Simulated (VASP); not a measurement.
# Ru (P6_3/mmc) in VASP: notebook, part 2 of 2

VASP 6.6.1. The steps go on from the part before.

## (3) Single point, PBEsol (volume scaled by 1.06)

Input file INCAR:

```
SYSTEM = Ru
PREC     = Accurate       ! precision mode
ENCUT    = 520            ! plane-wave cutoff, eV
EDIFF    = 1E-7           ! SCF threshold, eV
ISMEAR   = -1             ! smearing method
SIGMA    = 0.05           ! smearing width, eV
LREAL    = .False.        ! projectors in reciprocal space
LASPH    = .True.         ! aspherical terms in the spheres
NELM     = 60             ! most SCF steps
ALGO     = Fast           ! electronic algorithm
ISIF     = 2              ! what is computed and relaxed
LWAVE    = .False.        ! write WAVECAR
LCHARG   = .False.        ! write CHGCAR
GGA      = PS             ! functional
NBANDS   = 21             ! bands
```

Input file KPOINTS:

```
Automatic mesh
0
Gamma
  11 11 6
  0 0 0
```

Input file POSCAR:

```
Ru
1.0
    2.7588683749      0.0000000000      0.0000000000
   -1.3794341875      2.3892500984      0.0000000000
    0.0000000000      0.0000000000      4.3658801443
Ru
2
Direct
    0.6666666667      0.3333333333      0.7500000000
    0.3333333333      0.6666666667      0.2500000000
```

Potentials or basis: VASP PAW PBE potentials, release 64 (Ru_pv).

The run is started by

```sh
$ cat potpaw_PBE.64/Ru_pv/POTCAR > POTCAR
$ mpirun -np 1 vasp_std > vasp.out
```

OUTCAR:

```text
SYSTEM = Ru
   PREC = Accurate
   ENCUT = 520
   EDIFF = 1E-7
   ISMEAR = -1
   LREAL = .False.
   LASPH = .True.
   NELM = 60
   ISIF = 2
   GGA = PS

 ion  position               nearest neighbor table
   1  0.667  0.333  0.750-   2 2.70   2 2.70   2 2.70   2 2.70   2 2.70   2 2.70
   2  0.333  0.667  0.250-   1 2.70   1 2.70   1 2.70   1 2.70   1 2.70   1 2.70

  LATTYP: Found a hexagonal cell.
 ALAT       =     2.7588683749
 C/A-ratio  =     1.5824894671

  Lattice vectors:

 A1 = (   2.7588683749,   0.0000000000,   0.0000000000)
 A2 = (  -1.3794341875,   2.3892500984,   0.0000000000)
 A3 = (   0.0000000000,   0.0000000000,   4.3658801443)

Analysis of symmetry for initial positions (statically):
=====================================================================
 Subroutine PRICEL returns:
 Original cell was already a primitive cell.

 Routine SETGRP: Setting up the symmetry group for a
 hexagonal supercell.

 Subroutine GETGRP returns: Found 24 space group operations
 (whereof 12 operations were pure point group operations)
 out of a pool of 24 trial point group operations.

The static configuration has the point symmetry D_3d.
 The point group associated with its full space group is D_6h.

Analysis of symmetry for dynamics (positions and initial velocities):
=====================================================================
 Subroutine PRICEL returns:
 Original cell was already a primitive cell.

 Routine SETGRP: Setting up the symmetry group for a
 hexagonal supercell.

 Subroutine GETGRP returns: Found 24 space group operations
 (whereof 12 operations were pure point group operations)
 out of a pool of 24 trial point group operations.

The dynamic configuration has the point symmetry D_3d.
 The point group associated with its full space group is D_6h.

 Subroutine INISYM returns: Found 24 space group operations
 (whereof 12 operations are pure point group operations),
 and found     1 'primitive' translations

----------------------------------------------------------------------------------------

                                     Primitive cell

  volume of cell :      28.7783

  direct lattice vectors                    reciprocal lattice vectors
     2.758868375  0.000000000  0.000000000     0.362467456  0.209270683  0.000000000
    -1.379434188  2.389250098  0.000000000     0.000000000  0.418541366  0.000000000
     0.000000000  0.000000000  4.365880144     0.000000000  0.000000000  0.229048890

  length of vectors
     2.758868375  2.758868375  4.365880144     0.418541366  0.418541366  0.229048890

  position of ions in fractional coordinates (direct lattice)
     0.666666667  0.333333333  0.750000000
     0.333333333  0.666666667  0.250000000

  ion indices of the primitive-cell ions
   primitive index   ion index
                 1           1
                 2           2

----------------------------------------------------------------------------------------

 KPOINTS: Automatic mesh

Automatic generation of k-mesh.
 Grid dimensions read from file:
 generate k-points for:   11   11    6

 Generating k-lattice:

  Cartesian coordinates                     Fractional coordinates (reciprocal lattice)
     0.032951587  0.019024608  0.000000000     0.090909091  0.000000000  0.000000000
     0.000000000  0.038049215  0.000000000     0.000000000  0.090909091  0.000000000
     0.000000000  0.000000000  0.038174815     0.000000000  0.000000000  0.166666667

  Length of vectors
     0.038049215  0.038049215  0.038174815

  Shift w.r.t. Gamma in fractional coordinates (k-lattice)
     0.000000000  0.000000000  0.000000000

 Subroutine IBZKPT returns following result:
 ===========================================

 Found     64 irreducible k-points:

 Following reciprocal coordinates:
            Coordinates               Weight
  0.000000  0.000000  0.000000      1.000000
  0.090909  0.000000  0.000000      6.000000
  0.181818  0.000000  0.000000      6.000000
  0.272727  0.000000  0.000000      6.000000
  0.363636  0.000000  0.000000      6.000000
  0.454545  0.000000  0.000000      6.000000
[... 16 lines left out ...]
  0.090909  0.090909  0.166667     12.000000
  0.181818  0.090909  0.166667     24.000000
 [... further k-points ...]
   k-points           NKPTS =     64   k-points in BZ     NKDIM =     64   number of bands    NBANDS=     21
   number of dos      NEDOS =    301   number of ions     NIONS =      2
   total plane-waves  NPLWV =  18432
   dimension x,y,z NGX =    24 NGY =   24 NGZ =   32
   dimension x,y,z NGXF=    48 NGYF=   48 NGZF=   64
   ions per type =               2
   NGX,Y,Z   is equivalent  to a cutoff of  14.46, 14.46, 12.19 a.u.
   NGXF,Y,Z  is equivalent  to a cutoff of  28.92, 28.92, 24.37 a.u.
 SYSTEM =  Ru
   PREC   = accura    normal or accurate (medium, high low for compatibility)
   ISTART =      0    job   : 0-new  1-cont  2-samecut
   ICHARG =      2    charge: 1-file 2-atom 10-const
   ISPIN  =      1    spin polarized calculation?
   LNONCOLLINEAR =      F non collinear calculations
   LSORBIT =      F    spin-orbit coupling
   LASPH  =      T    aspherical Exc in radial PAW
   ENCUT  =  520.0 eV  38.22 Ry    6.18 a.u.   5.13  5.13  8.12*2*pi/ulx,y,z
   NELM   =     60;   NELMIN=  2; NELMDL= -5     # of ELM steps
   EDIFF  = 0.1E-06   stopping-criterion for ELM
   LREAL  =      F    real-space projection
   EDIFFG = 0.1E-05   stopping-criterion for IOM
   NSW    =      0    number of steps for IOM
   IBRION =     -1    ionic relax: 0-MD 1-quasi-New 2-CG
   NFREE  =      0    steps in history (QN), initial steepest desc. (CG)
   ISIF   =      2    stress and relaxation
   ISYM   =      2    0-nonsym 1-usesym 2-fastsym
   POTIM  = 0.5000    time-step for ionic-motion
   TEBEG  =    0.0;   TEEND  =   0.0 temperature during run
   PSTRESS=    0.0 pullay stress
   NELECT =      28.0000    total number of electrons
   NUPDOWN=      -1.0000    fix difference up-down
   EMIN   =  10.00;   EMAX   =-10.00  energy-range for DOS
   EFERMI =   0.00;   METHOD = LEGACY
   ISMEAR =    -1;   SIGMA  =   0.05  broadening in eV -4-tet -1-fermi 0-gaus
   EFERMI_NEDOS =   21; number of points for ismear=-14 and -15
   IALGO  =     68    algorithm
   IMIX   =      4    mixing-type and parameters
     AMIX     =   0.40;   BMIX     =  1.00
     AMIX_MAG =   1.60;   BMIX_MAG =  1.00
  volume/ion in A,a.u.               =      14.39        97.10
  Fermi-wavevector in a.u.,A,eV,Ry     =   1.622206  3.065525 35.804449  2.631553
  Thomas-Fermi vector in A             =   2.715857
   LORBIT       =      0    0 simple, 1 ext, 2 COOP (PROOUT), +10 PAW based schemes
   GGA     = PS    functional components
   LHFCALC =     F    Hartree Fock is set to
   AEXX    =    0.0000 exact exchange contribution
   IVDW    =     0    specifies the selected vdW correction
   LEPSILON=     F    determine dielectric tensor
   LRPA    =     F    only Hartree local field effects (RPA)
 non-spin polarized calculation
 RMM-DIIS sequential band-by-band and
  energy-cutoff  :      520.00
  volume of cell :       28.78
 maximum number of plane-waves:       796
 NGX is ok and might be reduce to    24
   NGX = 11   NGY = 11   NGZ = 17

 number of electron      28.0000012 magnetization

 Free energy of the ion-electron system (eV)
  ---------------------------------------------------
  ext. energy  EPLUGINS =         0.00000000
  ---------------------------------------------------
  free energy    TOTEN  =       -20.17943554 eV

  energy without entropy =      -20.16128192  energy(sigma->0) =      -20.17035873

 E-fermi :  11.5976     XC(G=0): -13.9243

 val. band max:       11.5825504687   @ k =   0.2727   0.0000   0.0000
 cond. band min:      11.6174442572   @ k =   0.2727   0.1818   0.0000
 fundamental gap:      0.0348937885
 Fermi energy:        11.5976066393

 k-point     1 :       0.0000    0.0000    0.0000
  band No.  band energies     occupation
      1     -31.7315      2.00000
      2     -30.9566      2.00000
      3     -30.9566      2.00000
      4     -30.8140      2.00000
      5     -30.8140      2.00000
      6     -30.7834      2.00000
[... 13 lines left out ...]
     20      22.0121      0.00000
     21      22.0258      0.00000

 k-point     2 :       0.0909    0.0000    0.0000
  band No.  band energies     occupation
      1     -31.7083      2.00000
      2     -31.0053      2.00000
      3     -30.9731      2.00000
      4     -30.8648      2.00000
      5     -30.8209      2.00000
      6     -30.7943      2.00000
[... 520 lines left out ...]
 k-point    24 :       0.1818    0.0909    0.1667
  band No.  band energies     occupation
      1     -31.5589      2.00000
      2     -31.1986      2.00000
      3     -31.1590      2.00000
      4     -31.0324      2.00000
      5     -30.8909      2.00000
      6     -30.8660      2.00000
[... 13 lines left out ...]
     20      22.0116      0.00000
     21      22.7402      0.00000

 [... further k-points ...]
[... 5 lines left out ...]
  --------------------------------------------------------------------------------------
  -------------------------------------------------------------------------------------
  Total       -3.9156363     -3.9156363     -4.1889386      0.0000000      0.0000000      0.0000000
  in kB     -217.9959983   -217.9959983   -233.2116144      0.0000000      0.0000000      0.0000000
  external PRESSURE =    -223.0678703 kB  Pullay stress =       0.0000000 kB

 VOLUME and BASIS-vectors are now :
 -----------------------------------------------------------------------------
  energy-cutoff  :      520.00
  volume of cell :       28.78
      direct lattice vectors                 reciprocal lattice vectors
     2.758868375  0.000000000  0.000000000     0.362467456  0.209270683  0.000000000
    -1.379434188  2.389250098  0.000000000     0.000000000  0.418541366  0.000000000
     0.000000000  0.000000000  4.365880144     0.000000000  0.000000000  0.229048890

 POSITION                                       TOTAL-FORCE (eV/Angst)
 -----------------------------------------------------------------------------------
      1.37943      0.79642      3.27441        -0.000000      0.000000      0.000000
     -0.00000      1.59283      1.09147         0.000000     -0.000000      0.000000
 -----------------------------------------------------------------------------------
    total drift:                               -0.000000      0.000000     -0.000000

  FREE ENERGIE OF THE ION-ELECTRON SYSTEM (eV)
  ---------------------------------------------------
  free  energy   TOTEN  =       -20.1794355414 eV

  energy  without entropy=      -20.1612819218  energy(sigma->0) =      -20.17035873
```

It took 28 s on 1 thread of Intel Xeon Platinum 8259CL at 2.50GHz (Skylake/Cascade Lake), shared host; peak memory 0.16 GiB.

What came out:

```
Free energy            : -20.1794 eV
Pressure               : -22.3 GPa
Band gap on the k mesh : zero (band 14 reaches 13.03 eV, above the bottom of band 15 at 10.22 eV)
```

Caveat: the cell differs from its parent crystal (volume scaled by 1.06); the PAW data sets were made with another functional, which shifts forces and pressure a little.

## (4) Single point, PBE

This run uses another cell than the first one, of 13.57 Å³/atom, 0.943 times its volume.

INCAR: that of step 3 with these lines changed.

```diff
@@ -13,3 +13,3 @@
 LCHARG   = .False.        ! write CHGCAR
-GGA      = PS             ! functional
+GGA      = PE             ! functional
 NBANDS   = 21             ! bands
```

Input file KPOINTS:

```
Automatic mesh
0
Gamma
  8 8 5
  0 0 0
```

Input file POSCAR:

```
Ru
1.0
    2.7058000000      0.0000000000      0.0000000000
   -1.3529000000      2.3432915376      0.0000000000
    0.0000000000      0.0000000000      4.2819000000
Ru
2
Direct
    0.6666666667      0.3333333333      0.7500000000
    0.3333333333      0.6666666667      0.2500000000
```

The run is started by

```sh
$ cat potpaw_PBE.64/Ru_pv/POTCAR > POTCAR
$ mpirun -np 1 vasp_std > vasp.out
```

Wall time 16 s (1 thread of Intel Xeon Platinum 8259CL at 2.50GHz (Skylake/Cascade Lake), shared host); peak memory 0.14 GiB.

It converged, with:

| Quantity | Value |
| --- | --- |
| Free energy | -18.5081 eV |
| Pressure | 4.0 GPa |
| Band gap on the k mesh | zero (band 14 reaches 14.33 eV, above the bottom of band 15 at 11.36 eV) |

Stress tensor (GPa, compression positive):
```
4.24 0.00 0.00
0.00 4.24 0.00
0.00 0.00 3.51
```

Levels at points of the mesh, in eV from the Fermi level:
| k point | band 11 | band 12 | band 13 | band 14 | band 15 | band 16 | band 17 | band 18 |
| --- | --- | --- | --- | --- | --- | --- | --- | --- |
| (0.00, 0.00, 0.00) | -2.41 | -1.90 | -1.90 | -1.38 | -1.38 | 1.19 | 1.19 | 1.30 |
| (0.50, 0.00, 0.00) | -2.06 | -1.78 | -1.51 | 1.44 | 1.86 | 1.93 | 4.08 | 6.15 |

## (5) The runs side by side

| level | potentials or basis | cell | k mesh | gap on the mesh (eV) | pressure (GPa) |
| --- | --- | --- | --- | --- | --- |
| LDA | VASP PAW LDA potentials, release 64 (Ru_pv) | a = 2.759, b = 2.759, c = 4.366 Å, angles 90.0, 90.0, 120.0°, 2 atoms | 11 × 11 × 6 | none | -27.0 |
| PBEsol | VASP PAW PBE potentials, release 64 (Ru_pv) | a = 2.759, b = 2.759, c = 4.366 Å, angles 90.0, 90.0, 120.0°, 2 atoms | 11 × 11 × 6 | none | -22.3 |
| PBE | VASP PAW PBE potentials, release 64 (Ru_pv) | a = 2.706, b = 2.706, c = 4.282 Å, angles 90.0, 90.0, 120.0°, 2 atoms | 8 × 8 × 5 | none | 4.0 |

Alike in all rows: task single point; no spin polarisation; cutoff (eV) 520; smearing fermi-dirac 0.05 eV.

Caveats: the PAW data sets were made with another functional, which shifts forces and pressure a little (some runs).

Absolute energies hang on the potentials; compare differences alone.
